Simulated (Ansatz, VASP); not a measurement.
Two plane-wave programs on W

```
W
1.0
     0.00000   -1.99900   -1.99900
     0.00000    1.99900   -1.99900
     3.99799    0.00000    0.00000
W
2
Direct
  0.49625 0.49625 0.50000
  0.00375 0.00375 0.00000
```

Change from the starting cell: mode 4 (104.6 1/cm) frozen in, largest displacement +0.015 Å.

Alike in both runs: task single point; functional PBEsol; k mesh 22 × 22 × 16; occupations gaussian, width 0.15 eV; no spin polarisation.

```csv
,VASP,Ansatz
version,VASP 6.6.1,Ansatz 0.2.0
potentials or method,"VASP PAW PBE potentials, release 64 (W_sv), cutoff 520 eV","scalar-relativistic, plane waves, PAW"
valence electrons in the cell,28,28
```

Ansatz gave:

* gap on the k mesh at the Fermi level (eV): none
* pressure (GPa): 0.0
* traceless stress, the component that is largest in VASP (GPa): -0.12
* rms of the force components (eV/Å): 0.064

Task: What did VASP give for the same quantities?

Result: gap on the k mesh at the Fermi level (eV): none; pressure (GPa): 0.7; traceless stress, the component that is largest in VASP (GPa): -0.13; rms of the force components (eV/Å): 0.065.

VASP's potentials were made for PBE, not for PBEsol. Atom by atom the forces differ by 0.001 eV/Å (rms over components). A gap of «none» marks a metal or a gap that the smearing closes.

Neither program's run includes spin-orbit coupling.
